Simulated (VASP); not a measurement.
C, 3 atoms in the cell. Symmetry: P6/mmm, No. 191, hexagonal system. Conventional cell: a = 5.914 Å, b = 5.914 Å, c = 1.326 Å, α = 90.00°, β = 90.00°, γ = 120.00°. C (site symmetry 6/mmm) has 2 C at 1.33 Å within 1.8 Å. Within 1.8 Å of C (site symmetry -6m2) lie 2 C at 1.33 Å.  This cell differs from its parent crystal: volume scaled by 1.12.

| Item | Value |
| --- | --- |
| Program | VASP 6.6.1 |
| Task | single point |
| Functional | LDA |
| Potentials or basis | VASP PAW LDA potentials, release 64 (C) |
| Cutoff | 520 eV |
| k mesh | 7 × 7 × 27 |
| Occupations | fermi-dirac, width 0.1 eV |
| Spin | no spin polarisation |
| Dipole correction | no |
| Further INCAR settings | ALGO = Normal; EDIFF = 1e-07; NBANDS = 13 |

Potentials or basis: VASP PAW LDA potentials, release 64 (C).

Launch:

```bash
$ cat potpaw_LDA.64/C/POTCAR > POTCAR
$ mpirun -np 1 vasp_std > vasp.out
```

Hardware: 1 thread of Intel(R) Xeon(R) Platinum 8488C (Sapphire Rapids), on a shared host.

Question: Estimate the wall time of this run.

Answer: It took 29 s on 1 thread of Intel(R) Xeon(R) Platinum 8488C (Sapphire Rapids), with other jobs on the host, peak memory 0.16 GiB. Counts: scf iterations 12, k points 112.
